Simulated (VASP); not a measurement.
# H2CO in VASP: further runs

Runs on H2CO. Level: PBE. Tasks: single point.

All numbers are computed with VASP 6.6.1; they aren't measurements. Logs are shortened: lines on timing, memory, paths and dates and some standing lists are left out, and cuts for length are marked.

## 1. The cell of the first run

The cell holds a disordered packing, 32 atoms: a = 8.593 Å, b = 8.593 Å, c = 8.593 Å, α = 90.00°, β = 90.00°, γ = 90.00°.

## 2. Single point, PBE

INCAR

```
SYSTEM = H2CO
PREC = Accurate
ENCUT = 1000
EDIFF = 1E-6
ISMEAR = -1
SIGMA = 0.05
LREAL = Auto
LASPH = .True.
NELM = 120
ALGO = Normal
ISIF = 2
LWAVE = .False.
LCHARG = .False.
GGA = PE
NBANDS = 70
GGA_COMPAT = .False.
```

KPOINTS

```
regular mesh
0
Gamma
  1 1 1
  0 0 0
```

POSCAR

```
H2CO
1.0
    8.5925300000      0.0000000000      0.0000000000
    0.0000000000      8.5925300000      0.0000000000
    0.0000000000      0.0000000000      8.5925300000
O C H
8 8 16
Direct
    0.2594695625      0.4530214035      0.7883824671
    0.9378262281      0.9363132861      0.0565142048
    0.9238489711      0.4593641221      0.2362051689
    0.6577922917      0.5049851441      0.6936722944
    0.6797648655      0.0894381515      0.2525216671
    0.4681973761      0.6359477360      0.2326904881
    0.2461789485     -0.0393481315      0.7213358580
    0.6883188071      0.8682425316      0.8038261141
    0.2960943983      0.5223374256      0.6710829057
    0.9117687107      0.8064563057      0.1013322037
    0.9840058749      0.3587069233      0.1615589355
    0.6994563883      0.3989046300      0.6061427775
    0.5440074111      0.0630082176      0.2230542110
    0.5289710947      0.5176589433      0.1776659494
    0.1329643306      0.0308058279      0.7671430882
    0.6085285707      0.8562320993      0.6846877462
    0.2725739683      0.6538702803      0.6606668816
    0.3237463238      0.4609585303      0.5642459206
    0.8624467997      0.7125026040      0.0274773553
    0.9307037625      0.7664098932      0.2304210751
    1.1185296996      0.3700423507      0.1446605365
    0.9397581388      0.2528126175      0.1160542937
    0.6776700227      0.3963326285      0.4754129459
    0.7595085499      0.3008543467      0.6551970142
    0.4569317768      0.1468833976      0.1869181719
    0.4958842157     -0.0582366311      0.2295831379
    0.5523984205      0.4077844360      0.2408021852
    0.5720550292      0.5184736044      0.0452602435
    0.0565491188      0.0937093033      0.6911468450
    0.0916377365      0.0357985366      0.8939509085
    0.6309550272      0.9139101056      0.5687265567
    0.4987355296      0.7869626292      0.6893313145
```

Potentials or basis: VASP PAW PBE potentials, release 64 (O_h, C_h, H_h).

The run is started by

```
$ cat potpaw_PBE.64/O_h/POTCAR potpaw_PBE.64/C_h/POTCAR potpaw_PBE.64/H_h/POTCAR > POTCAR
$ mpirun -np 1 vasp_gam > vasp.out
```

OUTCAR:

```text
SYSTEM = H2CO
   PREC = Accurate
   ENCUT = 1000
   EDIFF = 1E-6
   ISMEAR = -1
   LREAL = Auto
   LASPH = .True.
   NELM = 120
   ISIF = 2
   GGA = PE

 ion  position               nearest neighbor table
   1  0.259  0.453  0.788-   9 1.21
   2  0.938  0.936  0.057-  10 1.20
   3  0.924  0.459  0.236-  11 1.19
   4  0.658  0.505  0.694-  12 1.23
   5  0.680  0.089  0.253-  13 1.22
   6  0.468  0.636  0.233-  14 1.24
   7  0.246  0.961  0.721-  15 1.21
   8  0.688  0.868  0.804-  16 1.24
   9  0.296  0.522  0.671-  18 1.09  17 1.15   1 1.21
  10  0.912  0.806  0.101-  19 1.11  20 1.17   2 1.20
  11  0.984  0.359  0.162-  22 1.06  21 1.17   3 1.19
  12  0.699  0.399  0.606-  24 1.07  23 1.14   4 1.23
  13  0.544  0.063  0.223-  25 1.08  26 1.12   5 1.22
  14  0.529  0.518  0.178-  27 1.11  28 1.20   6 1.24
  15  0.133  0.031  0.767-  29 1.07  30 1.15   7 1.21
  16  0.609  0.856  0.685-  32 1.12  31 1.13   8 1.24
  17  0.273  0.654  0.661-   9 1.15
  18  0.324  0.461  0.564-   9 1.09
  19  0.862  0.713  0.027-  10 1.11
  20  0.931  0.766  0.230-  10 1.17
  21  0.119  0.370  0.145-  11 1.17
  22  0.940  0.253  0.116-  11 1.06
[... 8 lines left out ...]
  31  0.631  0.914  0.569-  16 1.13
  32  0.499  0.787  0.689-  16 1.12

  LATTYP: Found a simple cubic cell.
 ALAT       =     8.5925300000

  Lattice vectors:

 A1 = (   8.5925300000,   0.0000000000,   0.0000000000)
 A2 = (   0.0000000000,   8.5925300000,   0.0000000000)
 A3 = (   0.0000000000,   0.0000000000,   8.5925300000)

Analysis of symmetry for initial positions (statically):
=====================================================================
 Subroutine PRICEL returns:
 Original cell was already a primitive cell.

 Routine SETGRP: Setting up the symmetry group for a
 simple cubic supercell.

 Subroutine GETGRP returns: Found  1 space group operations
 (whereof  1 operations were pure point group operations)
 out of a pool of 48 trial point group operations.

The static configuration has the point symmetry C_1 .

Analysis of symmetry for dynamics (positions and initial velocities):
=====================================================================
 Subroutine PRICEL returns:
 Original cell was already a primitive cell.

 Routine SETGRP: Setting up the symmetry group for a
 simple cubic supercell.

[... 140 lines left out ...]
   EDIFF  = 0.1E-05   stopping-criterion for ELM
   LREAL  =      T    real-space projection
   EDIFFG = 0.1E-04   stopping-criterion for IOM
   NSW    =      0    number of steps for IOM
   IBRION =     -1    ionic relax: 0-MD 1-quasi-New 2-CG
   NFREE  =      0    steps in history (QN), initial steepest desc. (CG)
   ISIF   =      2    stress and relaxation
   ISYM   =      2    0-nonsym 1-usesym 2-fastsym
   POTIM  = 0.5000    time-step for ionic-motion
   TEBEG  =    0.0;   TEEND  =   0.0 temperature during run
   PSTRESS=    0.0 pullay stress
   NELECT =      96.0000    total number of electrons
   NUPDOWN=      -1.0000    fix difference up-down
   EMIN   =  10.00;   EMAX   =-10.00  energy-range for DOS
   EFERMI =   0.00;   METHOD = LEGACY
   ISMEAR =    -1;   SIGMA  =   0.05  broadening in eV -4-tet -1-fermi 0-gaus
   EFERMI_NEDOS =   21; number of points for ismear=-14 and -15
   IALGO  =     38    algorithm
   IMIX   =      4    mixing-type and parameters
     AMIX     =   0.40;   BMIX     =  1.00
     AMIX_MAG =   1.60;   BMIX_MAG =  1.00
  volume/ion in A,a.u.               =      19.82       133.79
  Fermi-wavevector in a.u.,A,eV,Ry     =   0.872390  1.648579 10.354917  0.761065
  Thomas-Fermi vector in A             =   1.991633
   LORBIT       =      0    0 simple, 1 ext, 2 COOP (PROOUT), +10 PAW based schemes
   GGA     = PE    functional components
   LHFCALC =     F    Hartree Fock is set to
   AEXX    =    0.0000 exact exchange contribution
   IVDW    =     0    specifies the selected vdW correction
   LEPSILON=     F    determine dielectric tensor
   LRPA    =     F    only Hartree local field effects (RPA)
 non-spin polarized calculation
  energy-cutoff  :     1000.00
  volume of cell :      634.40
 maximum number of plane-waves:     22777
 NGX is ok and might be reduce to    90
   NGX = 45   NGY = 45   NGZ = 45

 number of electron      95.9999998 magnetization

 Free energy of the ion-electron system (eV)
  ---------------------------------------------------
  ext. energy  EPLUGINS =         0.00000000
  ---------------------------------------------------
  free energy    TOTEN  =      -178.13557279 eV

  energy without entropy =     -178.13557279  energy(sigma->0) =     -178.13557279

 E-fermi :  -2.1043     XC(G=0):  -5.2010

 val. band max:       -3.3629301792   @ k =   0.0000   0.0000   0.0000
 cond. band min:      -0.7047931776   @ k =   0.0000   0.0000   0.0000
 fundamental gap:      2.6581370016
 Fermi energy:        -2.1042794220

 k-point     1 :       0.0000    0.0000    0.0000
  band No.  band energies     occupation
      1     -24.6607      2.00000
      2     -24.3273      2.00000
      3     -24.1933      2.00000
      4     -24.1609      2.00000
      5     -24.1249      2.00000
      6     -24.0774      2.00000
[... 52 lines left out ...]
     59       2.5340      0.00000
     60       2.7552      0.00000
 [bands above 60 left out]

------------------------ aborting loop because EDIFF is reached ----------------------------------------

  FORCE on cell =-STRESS in cart. coord.  units (eV):
  Direction    XX          YY          ZZ          XY          YZ          ZX
  --------------------------------------------------------------------------------------
  -------------------------------------------------------------------------------------
  Total       -0.5359212     -0.0512993     -5.9228185     -0.1514641     -1.1672782      0.7736771
  in kB       -1.3534690     -0.1295565    -14.9580795     -0.3825225     -2.9479613      1.9539216
  external PRESSURE =      -5.4803683 kB  Pullay stress =       0.0000000 kB

 VOLUME and BASIS-vectors are now :
 -----------------------------------------------------------------------------
  energy-cutoff  :     1000.00
  volume of cell :      634.40
      direct lattice vectors                 reciprocal lattice vectors
     8.592530000  0.000000000  0.000000000     0.116380158  0.000000000  0.000000000
     0.000000000  8.592530000  0.000000000     0.000000000  0.116380158  0.000000000
     0.000000000  0.000000000  8.592530000     0.000000000  0.000000000  0.116380158

 POSITION                                       TOTAL-FORCE (eV/Angst)
 -----------------------------------------------------------------------------------
      2.22950      3.89260      6.77420         0.367957     -0.118802      0.153616
      8.05830      8.04530      0.48560         0.205673      0.364951     -0.079066
      7.93820      3.94710      2.02960        -1.581333      0.664140      0.548970
      5.65210      4.33910      5.96040         0.304721     -1.056917     -1.268825
      5.84090      0.76850      2.16980        -0.421920      0.421185      0.006873
      4.02300      5.46440      1.99940         0.831034     -1.976528     -0.360806
[... 24 lines left out ...]
      5.42150      7.85280      4.88680         0.386116     -0.052446      0.488731
      4.28540      6.76200      5.92310         0.210739      0.097061     -0.157605
 -----------------------------------------------------------------------------------
    total drift:                                0.003694      0.001096     -0.000537

  FREE ENERGIE OF THE ION-ELECTRON SYSTEM (eV)
  ---------------------------------------------------
  free  energy   TOTEN  =      -178.1355727912 eV

  energy  without entropy=     -178.1355727911  energy(sigma->0) =     -178.13557279
```

Run time: 2.8 min. Hardware: 1 thread of Intel Xeon 6975P-C (Granite Rapids), shared host; peak memory 1.3 GiB.

What came out:

| Item | Value |
| --- | --- |
| Free energy | -178.1356 eV |
| Pressure | -0.5 GPa |
| Largest force | 3.992 eV/Å |
| Band gap on the k mesh | 2.66 eV |

Forces on the atoms (eV/Å):
```
O    0.368 -0.119  0.154
O    0.206  0.365 -0.079
O   -1.581  0.664  0.549
O    0.305 -1.057 -1.269
O   -0.422  0.421  0.007
O    0.831 -1.977 -0.361
O    0.126 -0.099 -0.014
O   -0.661  0.178 -1.949
C   -1.699  1.231  0.513
C   -0.147 -0.945  1.741
C    3.927  0.693  0.197
C   -0.966  1.813  0.285
C    0.511 -1.658  0.272
C   -0.044  2.149 -1.738
C    0.067 -0.292  1.790
C    0.095 -0.160  1.599
H    0.602 -0.803  0.074
H    0.641 -0.338 -0.716
H    0.016  0.094 -0.316
H   -0.058  0.555 -1.203
H   -0.996 -0.243 -0.205
H   -1.403 -1.215 -0.527
H    0.064  0.209  0.715
H    0.645 -1.058  0.282
H   -0.351  1.101 -0.269
H    0.154  0.120  0.024
H   -0.173 -0.020  0.334
H   -0.567 -0.120  1.724
H   -0.734  0.677 -1.142
H    0.650 -0.209 -0.805
H    0.386 -0.052  0.489
H    0.211  0.097 -0.158
```

Stress tensor (GPa, compression positive):
```
-0.14 -0.04  0.20
-0.04 -0.01 -0.29
 0.20 -0.29 -1.50
```

Caveat: the k points lie up to 0.73 Å⁻¹ apart; the atoms stand as in a frame of molecular dynamics.

## 3. Single point, PBE

INCAR

```
SYSTEM = H2CO
PREC = Accurate
ENCUT = 1000
EDIFF = 1E-6
ISMEAR = -1
SIGMA = 0.05
LREAL = Auto
LASPH = .TRUE.
NELM = 120
ALGO = Normal
ISIF = 2
LWAVE = .FALSE.
LCHARG = .FALSE.
GGA = PE
NBANDS = 70
GGA_COMPAT = .FALSE.
```

KPOINTS

```
regular mesh
0
G
  1 1 1
  0 0 0
```

POSCAR

```
H2CO
1.0
    8.5925300000      0.0000000000      0.0000000000
    0.0000000000      8.5925300000      0.0000000000
    0.0000000000      0.0000000000      8.5925300000
O C H
8 8 16
Direct
    0.2859693245      0.4115784292      0.8077830395
    0.9415387552      0.9589841409      0.0523594331
    0.9257692438      0.4354014475      0.2388237225
    0.6555810687      0.4678831497      0.7056943648
    0.6797299515      0.1022748830      0.2432578065
    0.5090817256      0.6095643542      0.2518583002
    0.2170839089      0.0085306656      0.6889588980
    0.7133754552      0.8608523916      0.7644663446
    0.3151691062      0.4865854411      0.6907046004
    0.8806021044      0.8455833148      0.1136568624
    1.0072935445      0.3278661814      0.1912242378
    0.6858399098      0.4060387336      0.5835417508
    0.5903616281      0.0192841922      0.1716141812
    0.5090584496      0.4942083414      0.1745236851
    0.1236190039      0.0670000570      0.7788043801
    0.6441176231      0.8280099109      0.6482258427
    0.3088031115      0.6160932810      0.6873062998
    0.3462426084      0.4232979111      0.5730675366
    0.7652228156      0.8067239800      0.0695138684
    0.9316348037      0.7757086679      0.2086114334
    1.0976278232      0.3351748554      0.0996446914
    0.9883235787      0.2046195940      0.2394521753
    0.6845131760      0.4788810746      0.4760995888
    0.7238380314      0.2783580622      0.5626049604
    0.4650318358      0.0663832422      0.1486523760
    0.6083656385     -0.1095835569      0.1434618209
    0.4024542248      0.4247061110      0.1726150505
    0.6025000786      0.4556865091      0.0941399099
   -0.0066220310      0.0722022501      0.7560404212
    0.1607559124      0.1247013394      0.8909948525
    0.6800209019      0.8788680400      0.5369431355
    0.5337892332      0.7647456570      0.6406378564
```

Potentials or basis: VASP PAW PBE potentials, release 64 (O_h, C_h, H_h).

The run is started by

```
$ cat potpaw_PBE.64/O_h/POTCAR potpaw_PBE.64/C_h/POTCAR potpaw_PBE.64/H_h/POTCAR > POTCAR
$ mpirun -np 1 vasp_gam > vasp.out
```

It took 2.2 min on 1 thread of Intel Xeon 6975P-C (Granite Rapids), shared host; peak memory 1.3 GiB.

Results (log left out):

- Free energy: -178.2348 eV
- Pressure: -0.4 GPa
- Largest force: 2.071 eV/Å
- Band gap on the k mesh: 2.88 eV

Forces in eV/Å, atoms in the order of the input:
```
O    0.204  0.631 -0.727
O   -0.003 -0.857  0.805
O    1.070 -0.667 -0.698
O   -0.065 -0.435  0.748
O    0.051 -0.571 -0.456
O    0.637  1.551  0.973
O   -0.658  0.245  0.545
O    0.438 -0.139  1.235
C   -0.122 -1.327 -0.423
C    0.185  0.747 -1.186
C   -1.406 -0.588  1.196
C    0.628 -0.238 -1.180
C   -1.851  0.426  0.825
C   -0.490 -0.888 -1.118
C    0.122  0.185 -0.189
C   -0.461  0.815 -0.851
H    0.076 -0.055  0.005
H   -0.320  0.780  1.228
H    0.268 -0.347  0.009
H    0.285  0.036  0.217
H    0.098  0.478 -0.155
H    0.215  0.832 -0.342
H   -0.006 -0.282 -0.181
H   -0.404  0.880  0.597
H    1.084 -0.515 -0.232
H   -0.040  1.030  0.100
H   -0.438 -0.782 -0.089
H    0.319  0.123  0.140
H    0.633 -0.183 -0.021
H   -0.041 -0.313 -0.409
H    0.371  0.022 -0.748
H   -0.375 -0.592  0.379
```

Stress tensor (GPa, compression positive):
```
-0.07  0.55  0.38
 0.55 -1.09 -0.01
 0.38 -0.01 -0.18
```

Levels at points of the mesh, in eV from the valence-band top:
| k point | band 46 | band 47 | band 48 | band 49 | band 50 | band 51 |
| --- | --- | --- | --- | --- | --- | --- |
| (0.00, 0.00, 0.00) | -0.33 | -0.14 | 0.00 | 2.88 | 2.93 | 3.07 |

Caveat: the k points lie up to 0.73 Å⁻¹ apart; the atoms stand as in a frame of molecular dynamics.
